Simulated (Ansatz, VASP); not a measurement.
Ni in VASP and in Ansatz

INCAR

```
ALGO = Normal
EDIFF = 1E-6
ENCUT = 520
GGA = CA
ISIF = 2
ISMEAR = 0
ISPIN = 2
LASPH = True
LCHARG = False
LMAXMIX = 4
LORBIT = 11
LREAL = False
LWAVE = False
MAGMOM = 0.607
NBANDS = 15
NELM = 150
PREC = Accurate
SIGMA = 0.01
```

KPOINTS

```
k-points
0
Gamma
  16 16 16
```

POSCAR

```
Ni
1.0
    0.0000000000      1.7124646296      1.7124646296
    1.7124646296      0.0000000000      1.7124646296
    1.7124646296      1.7124646296      0.0000000000
Ni
1
Direct
    0.0000000000      0.0000000000      0.0000000000
```

Input for Ansatz:

```yaml
crystal:
  lattice:
    - [0.0, 1.7124646296, 1.7124646296]
    - [1.7124646296, 0.0, 1.7124646296]
    - [1.7124646296, 1.7124646296, 0.0]
  atoms:
    - { symbol: Ni, position: [0.0, 0.0, 0.0], spin: 0.607 }
hamiltonian:
  xc: lda
  pseudopotentials:
    kind: paw
    azcp:
      Ni: "pseudopotentials/Ni.paw.azcp"
basis:
  ecutwfc: 420
  fft_grid_basis: typed
kpoints:
  mp_grid: { grid: [16, 16, 16], shift: [0, 0, 0] }
magnetization:
  spin_polarized: true
scf:
  occupations: { method: gaussian, width: 0.01 }
  lower_state_search: "off"
output:
  stress: true
  write_density: true
  write_potential: true
  elf: true
  volumetric_format: npy
```

Alike in both runs: task single point; functional LDA; k mesh 16 × 16 × 16; occupations gaussian, width 0.01 eV; collinear spin.

|  | VASP | Ansatz |
| --- | --- | --- |
| version | VASP 6.6.1 | Ansatz 0.2.0 |
| potentials or method | VASP PAW LDA potentials, release 64 (Ni), cutoff 520 eV | plane waves (420 eV) with PAW, scalar-relativistic |
| valence electrons in the cell | 10 | 18 |

VASP gave:

| Property | Result |
| --- | --- |
| pressure (GPa) | -0.7 |
| net moment per atom (μB) | 0.57 |
| size of the moment on the site where the two differ most (μB) | 0.57 |

Problem. Which values does Ansatz return?

Solution. Pressure (GPa): -0.6; net moment per atom (μB): 0.57; size of the moment on the site where the two differ most (μB): 0.59.

Ansatz warns that its potentials were made for another functional, while VASP's fit it. LDA's correlation is that of Perdew and Zunger in VASP and of Perdew and Wang (1992) in Ansatz. Site moments also hang on the region over which each program counts them. VASP's potentials hold 10 valence electrons a cell and Ansatz's 18, so a difference there can come from the potentials and not from the codes.
